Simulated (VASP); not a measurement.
A run of VASP 6.6.1:

POSCAR

```
K
1.0
   -2.6699463634      2.6699463634      2.6699463634
    2.6699463634     -2.6699463634      2.6699463634
    2.6699463634      2.6699463634     -2.6699463634
K
1
Direct
    0.0000000000      0.0000000000      0.0000000000
```

INCAR.step1

```
SYSTEM = K
PREC = Accurate ; ENCUT = 520
ISMEAR = 0 ; SIGMA = 1.0
LREAL = .FALSE. ; LASPH = .TRUE.
NELM = 100 ; NBANDS = 10
GGA = PE ; ALGO = Normal
EDIFF = 1E-4 ; LWAVE = .TRUE.
LCHARG = .FALSE.
```

INCAR.step2

```
SYSTEM = K
PREC = Accurate ; ENCUT = 520
EDIFF = 1E-6 ; ISMEAR = 0
SIGMA = 1.0 ; LREAL = .FALSE.
LASPH = .TRUE. ; NELM = 100
ALGO = Normal ; ISIF = 2
LWAVE = .FALSE. ; LCHARG = .FALSE.
METAGGA = R2SCAN ; LMIXTAU = .TRUE.
NBANDS = 10 ; ISTART = 1
```

File KPOINTS:

```
Automatic mesh
0
G
  8 8 8
  0 0 0
```

Potentials or basis: VASP PAW PBE potentials, release 64 (K_sv).

Launch:

```console
$ cat potpaw_PBE.64/K_sv/POTCAR > POTCAR
$ cp INCAR.step1 INCAR
$ mpirun -np 1 vasp_std > vasp.out
$ cp INCAR.step2 INCAR
$ mpirun -np 1 vasp_std > vasp.out
```

Hardware: 1 thread of Intel Xeon 8259CL (shared host).

Problem. Estimate the wall time of this run.

Solution. Run time: 110 s on 1 thread of Intel Xeon 8259CL (shared host), peak memory 0.21 GiB. Counts: k points 29.
